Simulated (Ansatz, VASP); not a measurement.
Two plane-wave programs on C

```
C
1.0
     2.48962    0.00000    0.00000
    -1.24481    2.15608    0.00000
     0.00000    0.00000    8.21427
C
8
Direct
  0.96566 0.00000 0.09294
  0.03434 0.00000 0.59294
  0.03434 0.00000 0.40706
  0.96566 0.00000 0.90706
  0.30488 0.66667 0.15554
  0.69512 0.33333 0.65554
  0.36179 0.66667 0.34446
  0.63821 0.33333 0.84446
```

Change from the starting cell: mode 4 frozen in at -0.086 Å and mode 5 at +0.000 Å (largest displacements).

Alike in both runs: task single point; functional LDA; k mesh 12 × 12 × 4; occupations gaussian, width 0.05 eV; no spin polarisation.

|  | VASP | Ansatz |
| --- | --- | --- |
| version | VASP 6.6.1 | Ansatz 0.2.0 |
| potentials or method | VASP PAW LDA potentials, release 64 (C), cutoff 520 eV | scalar-relativistic, plane waves, PAW |
| valence electrons in the cell | 32 | 32 |

```tsv
	VASP	Ansatz	Ansatz less VASP
gap on the k mesh at the Fermi level (eV)	4.59	4.61	+0.012
least direct gap on the mesh (eV)	5.34	5.34	+0.002
pressure (GPa)	1.7	0.0	-1.70
traceless stress, the component that is largest in VASP (GPa)	-0.58	-0.60	-0.016
rms of the force components (eV/Å)	0.311	0.312	+0.0009
```

Ansatz warns that its potentials were made for another functional, while VASP's fit it. LDA's correlation is that of Perdew and Zunger in VASP and of Perdew and Wang (1992) in Ansatz. Atom by atom the forces differ by 0.005 eV/Å (rms over components).
